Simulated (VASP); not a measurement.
A run of VASP 6.6.1 is set up as follows.

INCAR

```
PREC = Accurate
ENCUT = 520
EDIFF = 1E-7
ISMEAR = 0
SIGMA = 0.05
LREAL = Auto
LASPH = True
NELM = 150
ALGO = Normal
ISIF = 2
LWAVE = False
LCHARG = False
LMAXMIX = 4
LDAU = True
LDAUTYPE = 2
LDAUL = 2 -1 -1
LDAUU = 3 0 0
LDAUJ = 0 0 0
LDAUPRINT = 1
GGA = PS
NBANDS = 79
```

KPOINTS

```
Automatic mesh
0
Gamma
  3 3 3
```

File POSCAR:

```
Ca7TiO8
1.0
    0.0000000000      4.8150000000      4.8150000000
    4.8150000000      0.0000000000      4.8150000000
    4.8150000000      4.8150000000      0.0000000000
Ti Ca O
1 7 8
Direct
    0.0000000000      0.0000000000      1.0000000000
    0.0000000000      0.0000000000      0.5000000000
    0.0000000000      0.5000000000      0.0000000000
    0.0000000000      0.5000000000      0.5000000000
    0.5000000000      0.0000000000      0.0000000000
    0.5000000000      0.0000000000      0.5000000000
    0.5000000000      0.5000000000      0.0000000000
    0.5000000000      0.5000000000      0.5000000000
    0.2500000000      0.2500000000      0.2500000000
    0.2443079411      0.2443079411      0.7556920589
    0.2443079411      0.7556920589      0.2443079411
    0.2443079411      0.7556920589      0.7556920589
    0.7556920589      0.2443079411      0.2443079411
    0.7556920589      0.2443079411      0.7556920589
    0.7556920589      0.7556920589      0.2443079411
    0.7500000000      0.7500000000      0.7500000000
```

Potentials or basis: VASP PAW PBE potentials, release 64 (Ti_sv, Ca_sv, O).

Launch:

```bash
$ cat potpaw_PBE.64/Ti_sv/POTCAR potpaw_PBE.64/Ca_sv/POTCAR potpaw_PBE.64/O/POTCAR > POTCAR
$ mpirun -np 1 vasp_std > vasp.out
```

Problem. Estimate the largest force.

Solution. 0.490 eV/Å.

Problem. Estimate the band gap on the k mesh.

Solution. Zero (band 65 reaches 5.84 eV, above the bottom of band 66 at 5.22 eV).

Eigenvalues of the final occupation matrices:
```
    site  spin  trace               eigenvalues
site 1 d     1   0.87  0.10 0.10 0.22 0.22 0.22
site 1 d     2   0.87  0.10 0.10 0.22 0.22 0.22
```

Caveat: the k points lie up to 0.38 Å⁻¹ apart; the PAW data sets were made with another functional, which shifts forces and pressure a little; U without spin polarisation on a metal has little footing.
